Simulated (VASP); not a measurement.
Here is a VASP 6.6.1 calculation.

File INCAR:

```
ALGO = Normal
EDIFF = 1E-6
ENCUT = 520
GGA = PS
ISIF = 2
ISMEAR = 0
LASPH = True
LCHARG = False
LREAL = False
LWAVE = False
NBANDS = 19
NELM = 100
PREC = Accurate
SIGMA = 0.05
```

File KPOINTS:

```
k-points
0
Gamma
  8 8 6
```

POSCAR

```
SrCl2
1.0
    4.3656734966      0.0000000000      0.0000000000
   -2.1828367483      3.7807841527      0.0000000000
    0.0000000000      0.0000000000      5.8747846119
Sr Cl
1 2
Direct
    0.0000000000      0.0000000000      0.0000000000
    0.3333333333      0.6666666667      0.2356554483
    0.6666666667      0.3333333333      0.7643445517
```

Potentials or basis: VASP PAW PBE potentials, release 64 (Sr_sv, Cl).

Launch:

```sh
$ cat potpaw_PBE.64/Sr_sv/POTCAR potpaw_PBE.64/Cl/POTCAR > POTCAR
$ mpirun -np 1 vasp_std > vasp.out
```

Problem. What does it give for the band gap on the k mesh?

Solution. 5.20 eV, direct.

Problem. Predict the pressure.

Solution. 0.3 GPa.

Forces on the atoms (eV/Å):
```
Sr   0.000  0.000  0.000
Cl   0.000  0.000  0.032
Cl   0.000  0.000 -0.032
```

Caveat: the PAW data sets were made with another functional, which shifts forces and pressure a little. A k mesh can miss the band edges.
